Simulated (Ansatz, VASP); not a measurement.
## LiCl: VASP beside Ansatz

File INCAR:

```
PREC = Accurate
ENCUT = 600
EDIFF = 1E-7
ISMEAR = 0
SIGMA = 0.02
LREAL = False
LASPH = True
NELM = 80
ALGO = Normal
ISIF = 3
LWAVE = False
LCHARG = False
IBRION = 2
NSW = 100
EDIFFG = -0.005
```

The input KPOINTS:

```
regular mesh
0
Gamma
  8 8 8
```

POSCAR

```
LiCl
1.0
    0.0000000000      2.5647700000      2.5647700000
    2.5647700000      0.0000000000      2.5647700000
    2.5647700000      2.5647700000      0.0000000000
Li Cl
1 1
Direct
    0.0000000000      0.0000000000      0.0000000000
    0.5000000000      0.5000000000      0.5000000000
```

Input for Ansatz:

```yaml
crystal:
  lattice:
    - [0.0, 2.56477, 2.56477]
    - [2.56477, 0.0, 2.56477]
    - [2.56477, 2.56477, 0.0]
  atoms:
    - { symbol: Li, position: [0.0, 0.0, 0.0] }
    - { symbol: Cl, position: [0.5, 0.5, 0.5] }
basis:
  ecutwfc: 420
kpoints:
  mp_grid: { grid: [8, 8, 8] }
hamiltonian:
  xc: lda
scf:
  occupations: { method: gaussian, width: 0.02 }
output:
  forces: true
  stress: true
  eigenvalues: true
  write_density: true
  write_potential: true
  elf: true
  volumetric_format: npy
relax:
  adjacent_minimum: "off"
  f_tol: 0.005
  max_steps: 80
  cell: { stress_tol: 0.05 }
```

Alike in both runs: task relaxation of cell and atoms; functional LDA; k mesh 8 × 8 × 8; occupations gaussian, width 0.02 eV; no spin polarisation.

|  | VASP | Ansatz |
| --- | --- | --- |
| version | VASP 6.6.1 | Ansatz 0.2.0 |
| potentials or method | VASP PAW LDA potentials, release 64 (Li_sv, Cl), cutoff 600 eV | scalar-relativistic, plane waves, PAW |
| valence electrons in the cell | 10 | 10 |

Ansatz gave:

* gap on the k mesh at the Fermi level, each at its own relaxed structure (eV): 6.49
* relaxed volume (Å³/atom): 15.29
* relaxed cell length with the largest relative difference (Å): 3.510

Q: What did VASP give for the same quantities?

A: gap on the k mesh at the Fermi level, each at its own relaxed structure (eV): 6.52; relaxed volume (Å³/atom): 15.25; relaxed cell length with the largest relative difference (Å): 3.507.

LDA's correlation is that of Perdew and Zunger in VASP and of Perdew and Wang (1992) in Ansatz.

Noted on VASP's run: the cutoff is short for stress, so the pressure is rough.
